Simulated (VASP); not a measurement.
A run of VASP 6.6.1 is set up as follows.

The input INCAR:

```
PREC = Accurate ; ENCUT = 600
EDIFF = 1E-6 ; ISMEAR = 0
SIGMA = 0.02 ; LREAL = F
LASPH = T ; NELM = 60
ALGO = Normal ; ISIF = 4
LWAVE = F ; LCHARG = F
GGA = PE ; IBRION = 2
NSW = 50 ; EDIFFG = -0.01
```

KPOINTS

```
Automatic mesh
0
Gamma
  6 6 4
```

POSCAR

```
HfO2
1.0
    3.6956764780      0.0000000000      0.0000000000
    0.0000000000      3.6956764780      0.0000000000
    0.0000000000      0.0000000000      5.5075821585
Hf O
2 4
Direct
    0.5000000000      0.5000000000      0.5000000000
    0.0000000000      0.0000000000      0.0000000000
    0.0000000000      0.5000000000      0.6801137701
    0.5000000000      0.0000000000      0.8198862299
    0.5000000000      0.0000000000      0.3198862299
    0.0000000000      0.5000000000      0.1801137701
```

Potentials or basis: VASP PAW PBE potentials, release 64 (Hf_pv, O).

Command:

```bash
$ cat potpaw_PBE.64/Hf_pv/POTCAR potpaw_PBE.64/O/POTCAR > POTCAR
$ mpirun -np 1 vasp_std > vasp.out
```

**Question.** What does it give for the band gap on the k mesh?

**Answer.** 4.74 eV (least direct gap 4.77 eV).

Step by step:
| step | energy change (eV) | largest force (eV/Å) | pressure (GPa) | volume (Å³) |
| --- | --- | --- | --- | --- |
| 1 | 0.0000 | 0.2989 | -17.46 | 75.22 |
| 2 | -0.0195 | 0.2510 | -16.47 | 75.22 |
| 3 | -0.0438 | 0.0961 | -13.63 | 75.22 |
| 4 | -0.0441 | 0.0742 | -13.26 | 75.22 |
| 5 | -0.0468 | 0.0285 | -12.90 | 75.22 |
| 6 | -0.0471 | 0.0063 | -12.98 | 75.22 |

Caveat: spin-orbit coupling is left out, which moves the levels of the heavy elements. A k mesh can miss the band edges.
